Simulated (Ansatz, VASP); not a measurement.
# Si3S2: VASP beside Ansatz

```
CELL_PARAMETERS angstrom
4.24982 0.00000 0.00000
-2.12491 3.68045 0.00000
0.00000 0.00000 5.49429
ATOMIC_POSITIONS crystal
Si 0.00000 0.00000 0.00000
Si 0.33333 0.66667 0.77342
Si 0.66667 0.33333 0.22658
S 0.33333 0.66667 0.35493
S 0.66667 0.33333 0.64507
```

Alike in both runs: functional PBE; k mesh 9 × 9 × 8; occupations gaussian, width 0.1 eV; no spin polarisation.

Ansatz relaxed the structure, and its values are those at the end. VASP's run is a single point on that final structure, the one shown.

```csv
,VASP,Ansatz
version,VASP 6.6.1,Ansatz 0.2.0
potentials or method,"VASP PAW PBE potentials, release 64 (Si, S), cutoff 520 eV","scalar-relativistic, plane waves, PAW"
valence electrons in the cell,24,24
```

```tsv
	VASP	Ansatz	Ansatz less VASP
gap on the k mesh at the Fermi level (eV)	none	none	-
pressure (GPa)	-0.1	0.0	+0.08
rms of the force components (eV/Å)	0.012	0.001	-0.0108
```

A gap of «none» marks a metal or a gap that the smearing closes.
